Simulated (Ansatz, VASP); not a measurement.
**One calculation of Ag, two programs**

File INCAR:

```
PREC     = Accurate       # precision mode
ENCUT    = 520            # plane-wave cutoff, eV
EDIFF    = 1E-6           # SCF threshold, eV
ISMEAR   = -1             # smearing method
SIGMA    = 0.1            # smearing width, eV
LREAL    = F              # projectors in reciprocal space
LASPH    = T              # aspherical terms in the spheres
NELM     = 60             # most SCF steps
ALGO     = Normal         # electronic algorithm
ISIF     = 2              # what is computed and relaxed
LWAVE    = F              # write WAVECAR
LCHARG   = F              # write CHGCAR
GGA      = PS             # functional
NBANDS   = 12             # bands
```

The input KPOINTS:

```
Automatic mesh
0
Gamma
  16 16 16
```

POSCAR

```
Ag
1.0
    0.0000000000      1.7469443020      1.7469443020
    1.7469443020      0.0000000000      1.7469443020
    1.7469443020      1.7469443020      0.0000000000
Ag
1
Direct
    0.0000000000      0.0000000000      0.0000000000
```

Input for Ansatz:

```yaml
crystal:
  lattice:
    - [0.0, 1.746944302, 1.746944302]
    - [1.746944302, 0.0, 1.746944302]
    - [1.746944302, 1.746944302, 0.0]
  atoms:
    - { symbol: Ag, position: [0.0, 0.0, 0.0] }
kpoints:
  mp_grid: { grid: [16, 16, 16] }
  band_path:
    path:
      - [0.0, 0.0, 0.0]
      - [0.5, 0.0, 0.5]
      - [0.625, 0.25, 0.625]
      - [0.375, 0.375, 0.75]
      - [0.0, 0.0, 0.0]
      - [0.5, 0.5, 0.5]
      - [0.5, 0.25, 0.75]
      - [0.5, 0.0, 0.5]
    npoints: 8
scf:
  occupations: { method: fermi_dirac, width: 0.1 }
hamiltonian:
  xc: pbesol
  pseudopotentials: { kind: all_electron, lapw: { basis_error: 0.001 } }
output:
  forces: true
  stress: true
  eigenvalues: true
  populations: true
  dos: { projected: true, de: 0.2, e_range: [-14, 8] }
```

Change from the starting cell: volume scaled by 0.64, LAPW.

Alike in both runs: task single point; functional PBEsol; k mesh 16 × 16 × 16; occupations fermi-dirac, width 0.1 eV; no spin polarisation.

```csv
,VASP,Ansatz
version,VASP 6.6.1,Ansatz 0.2.0
potentials or method,"VASP PAW PBE potentials, release 64 (Ag), cutoff 520 eV","all-electron LAPW, scalar-relativistic"
```

|  | VASP | Ansatz | Ansatz less VASP |
| --- | --- | --- | --- |
| pressure (GPa) | 182.4 | 183.3 | +0.89 |

VASP's potentials were made for PBE, not for PBEsol. Both programs put the cell under a high pressure, so it lies far from rest at this level. Ansatz ran all-electron here, and VASP with PAW potentials.

Noted on VASP's run: the cell as given lies far from equilibrium.
